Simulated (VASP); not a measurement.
BaTiO3, 5 atoms in the cell. It takes space group P4/mmm (No. 123, tetragonal). Conventional cell: a = 4.154 Å, b = 4.154 Å, c = 3.893 Å, α = 90.00°, β = 90.00°, γ = 90.00°. Ba (site symmetry 4/mmm) has 12 O at 2.85 to 2.94 Å and 8 Ti at 3.52 Å and 2 Ba at 3.89 Å within 3.9 Å. Within 2.6 Å of Ti (site symmetry 4/mmm) lie 6 O at 1.95 to 2.08 Å. O (site symmetry 4/mmm) has 2 Ti at 1.95 Å within 2.6 Å. Within 3.0 Å of O (site symmetry mmm) lie 2 Ti at 2.08 Å and 4 Ba at 2.85 Å and 8 O at 2.85 to 2.94 Å.  This cell differs from its parent crystal: epitaxial xy strain +4.0%.

- Program: VASP 6.6.1
- Task: single point
- Functional: r2SCAN
- Potentials or basis: VASP PAW PBE potentials, release 64 (Ba_sv, Ti_sv, O)
- Cutoff: 520 eV
- k mesh: 6 × 6 × 6
- Occupations: gaussian, width 0.01 eV
- Spin: no spin polarisation
- Dipole correction: no
- Further INCAR settings: ALGO = Normal; EDIFF = 1e-06; NBANDS = 28

Potentials or basis: VASP PAW PBE potentials, release 64 (Ba_sv, Ti_sv, O).

Launch:

```bash
$ cat potpaw_PBE.64/Ba_sv/POTCAR potpaw_PBE.64/Ti_sv/POTCAR potpaw_PBE.64/O/POTCAR > POTCAR
$ cp INCAR.step1 INCAR
$ mpirun -np 1 vasp_std > vasp.out
$ cp INCAR.step2 INCAR
$ mpirun -np 1 vasp_std > vasp.out
```

Hardware: 1 thread of AMD EPYC 9R45 96-Core Processor (Zen 5), on a shared host.

Problem. Estimate the wall time of this run.

Solution. Wall time 110 s on 1 thread of AMD EPYC 9R45 96-Core Processor (Zen 5), on a shared host, peak memory 0.2 GiB. Counts: k points 40.
